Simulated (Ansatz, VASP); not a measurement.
## Two plane-wave programs on AgCl

Contents of INCAR:

```
  PREC = Accurate
  ENCUT = 500
  EDIFF = 1E-6
  ISMEAR = -4
  SIGMA = 0.1
  LREAL = F
  LASPH = T
  NELM = 120
  ALGO = Normal
  ISIF = 2
  LWAVE = F
  LCHARG = F
  GGA = PE
  IVDW = 13
  NBANDS = 16
  GGA_COMPAT = F
```

KPOINTS

```
Automatic mesh
0
Gamma
  4 4 4
```

POSCAR

```
AgCl
1.0
    3.4339730000      0.0000000000      0.0000000000
    0.0000000000      3.4339730000      0.0000000000
    0.0000000000      0.0000000000      3.4339730000
Ag Cl
1 1
Direct
    0.0000000000      0.0000000000      0.0000000000
    0.5000000000      0.5000000000      0.5000000000
```

Input for Ansatz:

```yaml
crystal:
  lattice:
    - [3.433973, 0.0, 0.0]
    - [0.0, 3.433973, 0.0]
    - [0.0, 0.0, 3.433973]
  atoms:
    - { symbol: Ag, position: [0.0, 0.0, 0.0] }
    - { symbol: Cl, position: [0.5, 0.5, 0.5] }
basis:
  ecutwfc: 420
kpoints:
  mp_grid: { grid: [4, 4, 4] }
hamiltonian:
  xc: pbe
  dispersion: d4
scf:
  occupations: { method: tetrahedron_uncorrected }
output:
  forces: true
  stress: true
  eigenvalues: true
```

Alike in both runs: task single point; functional PBE; dispersion D4; k mesh 4 × 4 × 4; no spin polarisation.

```csv
,VASP,Ansatz
version,VASP 6.6.1,Ansatz 0.2.0
potentials or method,"VASP PAW PBE potentials, release 64 (Ag, Cl), cutoff 500 eV","scalar-relativistic, plane waves, PAW"
occupations,tetrahedron,tetrahedron-uncorrected
valence electrons in the cell,18,26
```

Ansatz gave:

```
gap on the k mesh at the Fermi level (eV) : 0.56
least direct gap on the mesh (eV)         : 2.05
pressure (GPa)                            : -2.4
```

Problem. Estimate VASP's values.

Solution. gap on the k mesh at the Fermi level (eV): 0.56; least direct gap on the mesh (eV): 2.05; pressure (GPa): -2.5.

VASP's potentials hold 18 valence electrons a cell and Ansatz's 26, so a difference there can come from the potentials and not from the codes. Ansatz's warnings: band table not solved further.

The k mesh is coarse, so the values compare programs but aren't converged.
